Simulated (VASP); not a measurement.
Write the native input for VASP 6.6.1 that does the following.

```yaml
Task: relaxation of cell and atoms
Functional: PBEsol
Potentials_or_basis: VASP PAW PBE potentials, release 64 (Nb_sv, Cu)
Cutoff: 600 eV
k_mesh: 9 × 9 × 9
Occupations: fermi-dirac, width 0.05 eV
Spin: no spin polarisation
Target_pressure: 2 GPa
Dipole_correction: no
Further_INCAR_settings: ALGO = Normal; EDIFF = 1e-07; IBRION = 2; EDIFFG = -0.01; NSW = 60; ISIF = 3
```

The structure of NbCu lies in POSCAR:

```
NbCu
1.0
    0.0000000000      2.5622100000      2.5622100000
    2.5622100000      0.0000000000      2.5622100000
    2.5622100000      2.5622100000      0.0000000000
Nb Cu
1 1
Direct
    0.0000000000      0.0000000000      0.0000000000
    0.5000000000      0.5000000000      0.5000000000
```

The input as run:

INCAR

```
SYSTEM = NbCu
ALGO = Normal
EDIFF = 1E-7
EDIFFG = -0.01
ENCUT = 600
GGA = PS
IBRION = 2
ISIF = 3
ISMEAR = -1
LASPH = .True.
LCHARG = .False.
LREAL = .False.
LWAVE = .False.
NELM = 60
NSW = 60
PREC = Accurate
PSTRESS = 20.0
SIGMA = 0.05
```

KPOINTS

```
k-points
0
Gamma
  9 9 9
  0 0 0
```

Potentials or basis: VASP PAW PBE potentials, release 64 (Nb_sv, Cu).

Run with:

```sh
$ cat potpaw_PBE.64/Nb_sv/POTCAR potpaw_PBE.64/Cu/POTCAR > POTCAR
$ mpirun -np 1 vasp_std > vasp.out
```

Results of the run:

| Item | Value |
| --- | --- |
| Relaxed volume | 15.97 Å³/atom |
| Relaxed cell | a = 3.561 Å, b = 3.561 Å, c = 3.561 Å, α = 60.00°, β = 60.00°, γ = 60.00° |
| Space group after relaxing (to 0.05 Å) | Fm-3m (No. 225) |
| Energy change on relaxing (the enthalpy is what falls) | -10.8 meV/atom |
| Ionic steps | 4 |
| Pressure after relaxing | 2.0 GPa |
| Band gap on the k mesh | zero (band 12 reaches 9.99 eV, above the bottom of band 13 at 8.01 eV) |

Caveat: the cell is relaxed towards a set pressure, so the enthalpy falls and the energy may rise; the PAW data sets were made with another functional, which shifts forces and pressure a little.

It took 51 s on 1 thread of Intel(R) Xeon(R) 6975P-C (Granite Rapids), with other jobs on the host, peak memory 0.19 GiB.
